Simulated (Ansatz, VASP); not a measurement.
**Rb: VASP beside Ansatz**

INCAR

```
SYSTEM = Rb
ALGO     = Normal         ! electronic algorithm
EDIFF    = 1E-6           ! SCF threshold, eV
ENCUT    = 520            ! plane-wave cutoff, eV
GGA      = PE             ! functional
ISIF     = 2              ! what is computed and relaxed
ISMEAR   = -1             ! smearing method
LASPH    = .True.         ! aspherical terms in the spheres
LCHARG   = .True.         ! write CHGCAR
LELF     = .True.         ! ELF
LREAL    = .False.        ! projectors in reciprocal space
LVHAR    = .True.       
LWAVE    = .False.        ! write WAVECAR
NBANDS   = 16             ! bands
NELM     = 100            ! most SCF steps
PREC     = Accurate       ! precision mode
SIGMA    = 0.03           ! smearing width, eV
```

KPOINTS

```
k-points
0
Gamma
  11 11 6
  0 0 0
```

The input POSCAR:

```
Rb
1.0
    4.9664223205      0.0000000000      0.0000000000
   -2.4832111603      4.3010478955      0.0000000000
    0.0000000000      0.0000000000      8.2241218769
Rb
2
Direct
    0.3333333333      0.6666666667      0.2500000000
    0.6666666667      0.3333333333      0.7500000000
```

Input for Ansatz:

```yaml
crystal:
  lattice:
    - [4.9664223205, 0.0, 0.0]
    - [-2.4832111603, 4.3010478955, 0.0]
    - [0.0, 0.0, 8.2241218769]
  atoms:
    - { symbol: Rb, position: [0.3333333333, 0.6666666667, 0.25] }
    - { symbol: Rb, position: [0.6666666667, 0.3333333333, 0.75] }
kpoints:
  mp_grid: { grid: [11, 11, 6] }
scf:
  occupations: { method: fermi_dirac, width: 0.03 }
hamiltonian:
  xc: pbe
  pseudopotentials: { kind: all_electron, lapw: { basis_error: 0.00025 } }
output:
  forces: true
  stress: true
  eigenvalues: true
```

Change from the starting cell: volume scaled by 0.96.

Alike in both runs: task single point; functional PBE; k mesh 11 × 11 × 6; occupations fermi-dirac, width 0.03 eV; no spin polarisation.

|  | VASP | Ansatz |
| --- | --- | --- |
| version | VASP 6.6.1 | Ansatz 0.2.0 |
| potentials or method | VASP PAW PBE potentials, release 64 (Rb_sv), cutoff 520 eV | all-electron LAPW, scalar-relativistic |

```tsv
	VASP	Ansatz	Ansatz less VASP
pressure (GPa)	0.1	0.1	0.00
```

Ansatz ran all-electron here, and VASP with PAW potentials.
